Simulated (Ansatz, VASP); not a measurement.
# Two plane-wave programs on AlFe

Contents of INCAR:

```
SYSTEM = AlFe
ALGO = Fast
EDIFF = 1E-7
ENCUT = 520
GGA = PE
ISIF = 2
ISMEAR = 0
ISPIN = 2
LASPH = .True.
LCHARG = .False.
LMAXMIX = 4
LORBIT = 11
LREAL = .False.
LWAVE = .False.
MAGMOM = 0 0.77
NBANDS = 16
NELM = 150
PREC = Accurate
SIGMA = 0.1
```

File KPOINTS:

```
k-points
0
Gamma
  18 18 18
  0 0 0
```

The input POSCAR:

```
AlFe
1.0
    2.8743308634      0.0000000000      0.0000000000
    0.0000000000      2.8743308634      0.0000000000
    0.0000000000      0.0000000000      2.8743308634
Al Fe
1 1
Direct
    0.0000000000      0.0000000000      0.0000000000
    0.5000000000      0.5000000000      0.5000000000
```

Input for Ansatz:

```yaml
crystal:
  lattice:
    - [2.8743308634, 0.0, 0.0]
    - [0.0, 2.8743308634, 0.0]
    - [0.0, 0.0, 2.8743308634]
  atoms:
    - { symbol: Al, position: [0.0, 0.0, 0.0] }
    - { symbol: Fe, position: [0.5, 0.5, 0.5], spin: 0.77 }
basis:
  ecutwfc: 420
kpoints:
  mp_grid: { grid: [18, 18, 18] }
hamiltonian:
  xc: pbe
scf:
  occupations: { method: gaussian, width: 0.1 }
output:
  forces: true
  stress: true
  eigenvalues: true
  populations: true
magnetization:
  spin_polarized: true
```

Alike in both runs: task single point; functional PBE; k mesh 18 × 18 × 18; occupations gaussian, width 0.1 eV; collinear spin.

```csv
,VASP,Ansatz
version,VASP 6.6.1,Ansatz 0.2.0
potentials or method,"VASP PAW PBE potentials, release 64 (Al, Fe), cutoff 520 eV","scalar-relativistic, plane waves, PAW"
valence electrons in the cell,11,19
```

Ansatz gave:

```
gap on the k mesh at the Fermi level (eV)                     : none
pressure (GPa)                                                : 0.1
net moment per atom (μB)                                      : 0.35
size of the moment on the site where the two differ most (μB) : 0.74
```

Task: What did VASP give for the same quantities?

Result: gap on the k mesh at the Fermi level (eV): none; pressure (GPa): 0.0; net moment per atom (μB): 0.35; size of the moment on the site where the two differ most (μB): 0.74.

Site moments also hang on the region over which each program counts them. A gap of «none» marks a metal or a gap that the smearing closes. VASP's potentials hold 11 valence electrons a cell and Ansatz's 19, so a difference there can come from the potentials and not from the codes.
